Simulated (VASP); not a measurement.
Write the native input for VASP 6.6.1 that does the following.

- Task: relaxation of cell and atoms
- Functional: PBE
- Potentials or basis: VASP PAW PBE potentials, release 64 (Ba_sv, Ti_sv, O)
- Cutoff: 600 eV
- k mesh: 8 × 8 × 8
- Occupations: gaussian, width 0.02 eV
- Spin: no spin polarisation
- Dipole correction: no
- Further INCAR settings: ALGO = Normal; EDIFF = 1e-06; IBRION = 2; EDIFFG = -0.02; NSW = 70; ISIF = 3

The structure of BaTiO3 lies in POSCAR:

```
BaTiO3
1.0
    3.9833340000      0.0000000000      0.0000000000
    0.0000000000      2.8625950000      2.8753400000
    0.0000000000     -2.8625950000      2.8753400000
Ba Ti O
1 1 3
Direct
    0.0000000000      0.0034140000      0.0034140000
    0.5000000000      0.5185040000      0.5185040000
    0.5000000000      0.9784260000      0.4913520000
    0.5000000000      0.4913520000      0.9784260000
    0.0000000000      0.4882050000      0.4882050000
```

These files were run (other wordings do the same):

INCAR

```
  ALGO = Normal
  EDIFF = 1E-6
  EDIFFG = -0.02
  ENCUT = 600
  GGA = PE
  IBRION = 2
  ISIF = 3
  ISMEAR = 0
  LASPH = T
  LCHARG = F
  LREAL = F
  LWAVE = F
  NELM = 80
  NSW = 70
  PREC = Accurate
  SIGMA = 0.02
```

KPOINTS

```
k-points
0
Gamma
  8 8 8
```

Potentials or basis: VASP PAW PBE potentials, release 64 (Ba_sv, Ti_sv, O).

Launch:

```bash
$ cat potpaw_PBE.64/Ba_sv/POTCAR potpaw_PBE.64/Ti_sv/POTCAR potpaw_PBE.64/O/POTCAR > POTCAR
$ mpirun -np 1 vasp_std > vasp.out
```

It gave:

- Relaxed volume: 13.53 Å³/atom
- Relaxed cell: a = 3.981 Å, b = 4.121 Å, c = 4.121 Å, α = 89.48°, β = 90.00°, γ = 90.00°
- Space group after relaxing (to 0.1 Å): Amm2 (No. 38)
- Energy gained by relaxing: 4.0 meV/atom
- Ionic steps: 12
- Pressure after relaxing: 0.0 GPa
- Largest force after relaxing: 0.006 eV/Å
- Band gap on the k mesh: 2.34 eV (least direct gap 2.89 eV)

Caveat: spin-orbit coupling is left out, which moves the levels of the heavy elements.

Wall time 16 min on 1 thread of Intel(R) Xeon(R) Platinum 8259CL CPU @ 2.50GHz (Skylake/Cascade Lake), with other jobs on the host, peak memory 0.35 GiB.
